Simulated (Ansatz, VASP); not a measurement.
Two plane-wave programs on MoS2

```xyz
9
Lattice="3.0802 0.0000 0.0000 -1.5401 2.6675 0.0000 0.0000 0.0000 18.4781" Properties=species:S:1:pos:R:3 pbc="T T T"
Mo    0.0000    0.0000    0.0044
Mo    1.5401    0.8892    6.1638
Mo    0.0000    1.7784   12.3232
S     0.0000    1.7784    4.5845
S     1.5401    0.8892    1.5827
S     0.0000    0.0000   10.7439
S     0.0000    1.7784    7.7420
S     1.5401    0.8892   16.9033
S     0.0000    0.0000   13.9014
```

Change from the starting cell: equal strain along all axes, cell held, atoms relaxed: -2.0 %.

Alike in both runs: functional PBEsol; k mesh 12 × 12 × 2; occupations gaussian, width 0.02 eV; no spin polarisation.

Ansatz relaxed the structure, and its values are those at the end. VASP's run is a single point on that final structure, the one shown.

|  | VASP | Ansatz |
| --- | --- | --- |
| version | VASP 6.6.1 | Ansatz 0.2.0 |
| potentials or method | VASP PAW PBE potentials, release 64 (Mo_sv, S), cutoff 520 eV | scalar-relativistic, plane waves, PAW |
| valence electrons in the cell | 78 | 78 |

|  | VASP | Ansatz | Ansatz less VASP |
| --- | --- | --- | --- |
| gap on the k mesh at the Fermi level (eV) | 0.95 | 0.93 | -0.017 |
| least direct gap on the mesh (eV) | 2.05 | 2.04 | -0.006 |
| pressure (GPa) | 4.5 | 4.6 | +0.04 |

VASP's potentials were made for PBE, not for PBEsol. Ansatz's warnings: stress scf threshold loose.
